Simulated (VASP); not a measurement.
# Sb (I4/mmm) in VASP: single point with PBE0

Aim: the single point of Sb with PBE0.

All numbers are computed with VASP 6.6.1; they aren't measurements. Logs are shortened: lines on timing, memory, paths and dates and some standing lists are left out, and cuts for length are marked.

## Step 1: The cell of the first run

Symmetry: I4/mmm, No. 139, tetragonal system. Conventional cell: a = 3.132 Å, b = 3.132 Å, c = 5.387 Å, α = 90.00°, β = 90.00°, γ = 90.00°. Within 4.1 Å of Sb (site symmetry 4/mmm) lie 12 Sb at 3.13 to 3.49 Å.

## Step 2: Single point, PBE0

The input, POSCAR:

```
Sb
1.0
   -1.5659590577      1.5659590577      2.6937369538
    1.5659590577     -1.5659590577      2.6937369538
    1.5659590577      1.5659590577     -2.6937369538
Sb
1
Direct
    0.0000000000      0.0000000000      0.0000000000
```

The input, INCAR.step1:

```
PREC     = Accurate       # precision mode
ENCUT    = 520            # plane-wave cutoff, eV
EDIFF    = 1E-5           # SCF threshold, eV
ISMEAR   = -1             # smearing method
SIGMA    = 0.05           # smearing width, eV
LREAL    = False          # projectors in reciprocal space
LASPH    = True           # aspherical terms in the spheres
NELM     = 100            # most SCF steps
ALGO     = Normal         # electronic algorithm
ISIF     = 2              # what is computed and relaxed
LWAVE    = True           # write WAVECAR
LCHARG   = False          # write CHGCAR
GGA      = PE             # functional
NBANDS   = 8              # bands
```

The input, INCAR.step2:

```
PREC     = Accurate       # precision mode
ENCUT    = 520            # plane-wave cutoff, eV
EDIFF    = 1E-7           # SCF threshold, eV
ISMEAR   = -1             # smearing method
SIGMA    = 0.05           # smearing width, eV
LREAL    = False          # projectors in reciprocal space
LASPH    = True           # aspherical terms in the spheres
NELM     = 100            # most SCF steps
ALGO     = Normal         # electronic algorithm
ISIF     = 2              # what is computed and relaxed
LWAVE    = False          # write WAVECAR
LCHARG   = False          # write CHGCAR
GGA      = PE             # functional
LHFCALC  = True           # exact exchange
AEXX     = 0.25           # exact-exchange fraction
PRECFOCK = Normal       
ISTART   = 1            
NBANDS   = 8              # bands
```

The input, KPOINTS:

```
Automatic mesh
0
Gamma
  8 8 8
```

Potentials or basis: VASP PAW PBE potentials, release 64 (Sb).

Started as:

```
cat potpaw_PBE.64/Sb/POTCAR > POTCAR
cp INCAR.step1 INCAR
mpirun -np 1 vasp_std > vasp.out
cp INCAR.step2 INCAR
mpirun -np 1 vasp_std > vasp.out
```

OUTCAR:

```text
PREC = Accurate
   ENCUT = 520
   EDIFF = 1E-7
   ISMEAR = -1
   LREAL = False
   LASPH = True
   NELM = 100
   ISIF = 2
   GGA = PE
   LHFCALC = True
   AEXX = 0.25
   PRECFOCK = Normal
   ISTART = 1

 ion  position               nearest neighbor table
   1  0.000  0.000  0.000-

  LATTYP: Found a body centered tetragonal cell.
 ALAT       =     3.1319181154
 C/A-ratio  =     1.7201835135

  Lattice vectors:

 A1 = (  -1.5659590577,   1.5659590577,   2.6937369538)
 A2 = (   1.5659590577,  -1.5659590577,   2.6937369538)
 A3 = (   1.5659590577,   1.5659590577,  -2.6937369538)

Analysis of symmetry for initial positions (statically):
=====================================================================
 Subroutine PRICEL returns:
 Original cell was already a primitive cell.

 Routine SETGRP: Setting up the symmetry group for a
 body centered tetragonal supercell.

 Subroutine GETGRP returns: Found 16 space group operations
 (whereof 16 operations were pure point group operations)
 out of a pool of 16 trial point group operations.

The static configuration has the point symmetry D_4h.

Analysis of symmetry for dynamics (positions and initial velocities):
=====================================================================
 Subroutine PRICEL returns:
 Original cell was already a primitive cell.

 Routine SETGRP: Setting up the symmetry group for a
 body centered tetragonal supercell.

 Subroutine GETGRP returns: Found 16 space group operations
 (whereof 16 operations were pure point group operations)
 out of a pool of 16 trial point group operations.

The dynamic configuration has the point symmetry D_4h.

 Subroutine INISYM returns: Found 16 space group operations
 (whereof 16 operations are pure point group operations),
 and found     1 'primitive' translations

----------------------------------------------------------------------------------------

                                     Primitive cell

  volume of cell :      26.4226

  direct lattice vectors                    reciprocal lattice vectors
    -1.565959058  1.565959058  2.693736954     0.000000000  0.319293150  0.185615748
     1.565959058 -1.565959058  2.693736954     0.319293150  0.000000000  0.185615748
     1.565959058  1.565959058 -2.693736954     0.319293150  0.319293150  0.000000000

  length of vectors
     3.487215840  3.487215840  3.487215840     0.369325495  0.369325495  0.451548703

  position of ions in fractional coordinates (direct lattice)
     0.000000000  0.000000000  0.000000000

  ion indices of the primitive-cell ions
   primitive index   ion index
                 1           1

----------------------------------------------------------------------------------------

 KPOINTS: Automatic mesh

Automatic generation of k-mesh.
 Grid dimensions read from file:
 generate k-points for:    8    8    8

 Generating k-lattice:

  Cartesian coordinates                     Fractional coordinates (reciprocal lattice)
     0.000000000  0.039911644  0.023201969     0.125000000  0.000000000  0.000000000
     0.039911644  0.000000000  0.023201969     0.000000000  0.125000000  0.000000000
     0.039911644  0.039911644  0.000000000     0.000000000  0.000000000  0.125000000

  Length of vectors
     0.046165687  0.046165687  0.056443588

  Shift w.r.t. Gamma in fractional coordinates (k-lattice)
     0.000000000  0.000000000  0.000000000

 Subroutine IBZKPT returns following result:
 ===========================================

 Found     59 irreducible k-points:

 Following reciprocal coordinates:
            Coordinates               Weight
  0.000000  0.000000  0.000000      1.000000
  0.125000 -0.000000  0.000000      8.000000
  0.250000 -0.000000  0.000000      8.000000
  0.375000 -0.000000  0.000000      8.000000
  0.500000 -0.000000  0.000000      4.000000
  0.125000  0.125000  0.000000      8.000000
[... 16 lines left out ...]
  0.250000  0.125000  0.125000     16.000000
  0.375000  0.125000  0.125000      8.000000
 [... further k-points ...]
   k-points           NKPTS =     59   k-points in BZ     NKDIM =    512   number of bands    NBANDS=      8
   number of dos      NEDOS =    301   number of ions     NIONS =      1
   total plane-waves  NPLWV =  21952
   dimension x,y,z NGX =    28 NGY =   28 NGZ =   28
   dimension x,y,z NGXF=    56 NGYF=   56 NGZF=   56
   ions per type =               1
   NGX,Y,Z   is equivalent  to a cutoff of  13.35, 13.35, 13.35 a.u.
   NGXF,Y,Z  is equivalent  to a cutoff of  26.70, 26.70, 26.70 a.u.
 SYSTEM =  unknown system
   PREC   = accura    normal or accurate (medium, high low for compatibility)
   ISTART =      1    job   : 0-new  1-cont  2-samecut
   ICHARG =      0    charge: 1-file 2-atom 10-const
   ISPIN  =      1    spin polarized calculation?
   LNONCOLLINEAR =      F non collinear calculations
   LSORBIT =      F    spin-orbit coupling
   LASPH  =      T    aspherical Exc in radial PAW
   ENCUT  =  520.0 eV  38.22 Ry    6.18 a.u.   6.48  6.48  6.48*2*pi/ulx,y,z
   NELM   =    100;   NELMIN=  2; NELMDL=  0     # of ELM steps
   EDIFF  = 0.1E-06   stopping-criterion for ELM
   LREAL  =      F    real-space projection
   EDIFFG = 0.1E-05   stopping-criterion for IOM
   NSW    =      0    number of steps for IOM
   IBRION =     -1    ionic relax: 0-MD 1-quasi-New 2-CG
   NFREE  =      0    steps in history (QN), initial steepest desc. (CG)
   ISIF   =      2    stress and relaxation
   ISYM   =      3    0-nonsym 1-usesym 2-fastsym
   POTIM  = 0.5000    time-step for ionic-motion
   TEBEG  =    0.0;   TEEND  =   0.0 temperature during run
   PSTRESS=    0.0 pullay stress
   NELECT =       5.0000    total number of electrons
   NUPDOWN=      -1.0000    fix difference up-down
   EMIN   =  10.00;   EMAX   =-10.00  energy-range for DOS
   EFERMI =   0.00;   METHOD = LEGACY
   ISMEAR =    -1;   SIGMA  =   0.05  broadening in eV -4-tet -1-fermi 0-gaus
   EFERMI_NEDOS =   21; number of points for ismear=-14 and -15
   IALGO  =     38    algorithm
   IMIX   =      1    mixing-type and parameters
     AMIX     =   0.40;   BMIX     =  1.00
     AMIX_MAG =   1.60;   BMIX_MAG =  1.00
  volume/ion in A,a.u.               =      26.42       178.31
  Fermi-wavevector in a.u.,A,eV,Ry     =   0.939881  1.776117 12.019062  0.883376
  Thomas-Fermi vector in A             =   2.067237
   LORBIT       =      0    0 simple, 1 ext, 2 COOP (PROOUT), +10 PAW based schemes
   GGA     = PE    functional components
   LHFCALC =     T    Hartree Fock is set to
   PRECFOCK=normal    Normal, Fast or Accurate (Low or Medium for compatibility)
   ENCUT4O =  -1.0   cutoff for four orbital integrals eV
   NKREDX  =     1    reduce k-point grid by
   NKREDY  =     1    reduce k-point grid by
   NKREDZ  =     1    reduce k-point grid by
   AEXX    =    0.2500 exact exchange contribution
   HFSCREEN=    0.0000 screening length (either q_TF or 0.3 A-1)
   HFSCREENC=   0.0000 screening length for correlation (either q_TF or 0.3 A-1)
   ENCUTFOCK=  -1.0 apply spherical cutoff to Coloumb kernel
   IVDW    =     0    specifies the selected vdW correction
   LEPSILON=     F    determine dielectric tensor
   LRPA    =     F    only Hartree local field effects (RPA)
 non-spin polarized calculation
  energy-cutoff  :      520.00
  volume of cell :       26.42
 maximum number of plane-waves:       739
 NGX is ok and might be reduce to    28
  NGX = 20; NGY = 20; NGZ = 20

 number of electron       5.0000000 magnetization

 Free energy of the ion-electron system (eV)
  ---------------------------------------------------
  ext. energy  EPLUGINS =         0.00000000
  ---------------------------------------------------
  free energy    TOTEN  =        -5.20102949 eV

  energy without entropy =       -5.20010357  energy(sigma->0) =       -5.20056653

 E-fermi :   8.9870     XC(G=0):  -8.1546

 val. band max:        8.6023437602   @ k =  -0.3750   0.5000   0.3750
 cond. band min:       9.1464698778   @ k =   0.1250   0.1250   0.1250
 fundamental gap:      0.5441261177
 Fermi energy:         8.9870406330

 k-point     1 :       0.0000    0.0000    0.0000
  band No.  band energies     occupation
      1      -6.4076      2.00000
      2      14.4931      0.00000
      3      15.3420      0.00000
      4      15.3420      0.00000
      5      19.0477      0.00000
      6      20.4706      0.00000
      7      20.5310      0.00000
      8      20.6216      0.00000

 k-point     2 :       0.1250   -0.0000    0.0000
  band No.  band energies     occupation
      1      -6.0562      2.00000
      2      12.3969      0.00000
      3      13.8765      0.00000
      4      15.2600      0.00000
      5      18.3133      0.00000
      6      19.4190      0.00000
      7      20.8424      0.00000
      8      21.0696      0.00000

 k-point     3 :       0.2500   -0.0000    0.0000
  band No.  band energies     occupation
      1      -5.0105      2.00000
      2       7.6295      2.00000
      3      12.4892      0.00000
      4      15.1686      0.00000
      5      16.8230      0.00000
      6      19.1844      0.00000
      7      21.9974      0.00000
      8      22.8777      0.00000

 k-point     4 :       0.3750   -0.0000    0.0000
  band No.  band energies     occupation
      1      -3.3500      2.00000
      2       3.6225      2.00000
      3      11.4369      0.00000
      4      15.2095      0.00000
      5      15.9307      0.00000
      6      19.4110      0.00000
      7      21.0458      0.00000
      8      21.5802      0.00000

 k-point     5 :       0.5000   -0.0000    0.0000
  band No.  band energies     occupation
      1      -1.9693      2.00000
      2       1.4529      2.00000
      3      11.0415      0.00000
      4      15.2674      0.00000
      5      15.6289      0.00000
      6      20.0232      0.00000
      7      20.4227      0.00000
      8      20.5215      0.00000

 k-point     6 :       0.1250    0.1250    0.0000
  band No.  band energies     occupation
      1      -5.5326      2.00000
      2      11.0675      0.00000
      3      12.0219      0.00000
      4      13.7120      0.00000
      5      18.6207      0.00000
      6      19.0531      0.00000
      7      20.7533      0.00000
      8      22.2603      0.00000

 k-point     7 :       0.2500    0.1250    0.0000
  band No.  band energies     occupation
      1      -4.3255      2.00000
      2       6.8492      2.00000
      3      10.8987      0.00000
      4      12.7851      0.00000
      5      17.5147      0.00000
      6      19.5731      0.00000
      7      21.1041      0.00000
      8      21.7993      0.00000
[... 133 lines left out ...]
 k-point    20 :      -0.3750    0.3750    0.0000
  band No.  band energies     occupation
      1      -1.7059      2.00000
      2       6.3827      2.00000
      3       7.8252      2.00000
      4      10.2469      0.00000
      5      13.7863      0.00000
      6      14.1193      0.00000
      7      23.1225      0.00000
      8      23.8473      0.00000

 k-point    21 :       0.5000    0.5000    0.0000
  band No.  band energies     occupation
      1       0.9875      2.00000
      2       3.0919      2.00000
      3       7.1133      2.00000
      4       9.7214      0.00000
      5      12.7691      0.00000
      6      13.6767      0.00000
      7      25.5711      0.00000
      8      26.2177      0.00000

 k-point    22 :       0.1250    0.1250    0.1250
  band No.  band energies     occupation
      1      -3.9597      2.00000
      2       8.3848      1.99999
      3       9.1465      0.07920
      4      12.7589      0.00000
      5      16.9795      0.00000
      6      17.6066      0.00000
      7      18.0959      0.00000
      8      24.7917      0.00000

 k-point    23 :       0.2500    0.1250    0.1250
  band No.  band energies     occupation
      1      -2.3102      2.00000
      2       4.6605      2.00000
      3       9.1520      0.07124
      4      11.5750      0.00000
      5      16.1655      0.00000
      6      16.7333      0.00000
      7      19.6259      0.00000
      8      25.2791      0.00000

 k-point    24 :       0.3750    0.1250    0.1250
  band No.  band energies     occupation
      1      -0.9516      2.00000
      2       2.5212      2.00000
      3       9.5659      0.00002
      4      10.7287      0.00000
      5      15.6851      0.00000
      6      16.4734      0.00000
      7      22.1221      0.00000
      8      23.2229      0.00000

 [... further k-points ...]
[... 5 lines left out ...]
  --------------------------------------------------------------------------------------
  -------------------------------------------------------------------------------------
  Total       -0.1551314     -0.1551314      0.0931796      0.0000000     -0.0000000      0.0000000
  in kB       -9.4066366     -9.4066366      5.6500935      0.0000000     -0.0000000      0.0000000
  external PRESSURE =      -4.3877265 kB  Pullay stress =       0.0000000 kB

 VOLUME and BASIS-vectors are now :
 -----------------------------------------------------------------------------
  energy-cutoff  :      520.00
  volume of cell :       26.42
      direct lattice vectors                 reciprocal lattice vectors
    -1.565959058  1.565959058  2.693736954     0.000000000  0.319293150  0.185615748
     1.565959058 -1.565959058  2.693736954     0.319293150  0.000000000  0.185615748
     1.565959058  1.565959058 -2.693736954     0.319293150  0.319293150  0.000000000

 POSITION                                       TOTAL-FORCE (eV/Angst)
 -----------------------------------------------------------------------------------
      0.00000      0.00000      0.00000         0.000000     -0.000000      0.000000
 -----------------------------------------------------------------------------------
    total drift:                                0.000000      0.000000     -0.000000

  FREE ENERGIE OF THE ION-ELECTRON SYSTEM (eV)
  ---------------------------------------------------
  free  energy   TOTEN  =        -5.2010294881 eV

  energy  without entropy=       -5.2001035700  energy(sigma->0) =       -5.20056653
```

It took 75 min on 1 thread of AMD EPYC 7R43 (Zen 3), shared host; peak memory 0.16 GiB.

What came out:

```
Free energy            : -5.2010 eV
Pressure               : -0.4 GPa
Band gap on the k mesh : zero (an odd number of electrons rules out a gap without spin polarisation)
```

Levels at points of the mesh, in eV from the Fermi level:
```
           k point  band 1  band 2  band 3  band 4  band 5  band 6  band 7
(0.00, 0.00, 0.00)  -15.39    5.51    6.35    6.35   10.06   11.48   11.54
(0.50, 0.00, 0.00)  -10.96   -7.53    2.05    6.28    6.64   11.04   11.44
(0.50, 0.50, 0.00)   -8.00   -5.90   -1.87    0.73    3.78    4.69   16.58
(0.50, 0.50, 0.50)  -11.13   -7.39    2.45    2.45    6.28    6.70   18.99
```

Caveat: the PAW data sets were made with another functional, which shifts forces and pressure a little; spin-orbit coupling is left out, which moves the levels of the heavy elements.

The gap in the log of VASP goes by the Fermi energy; the results here count the filled bands.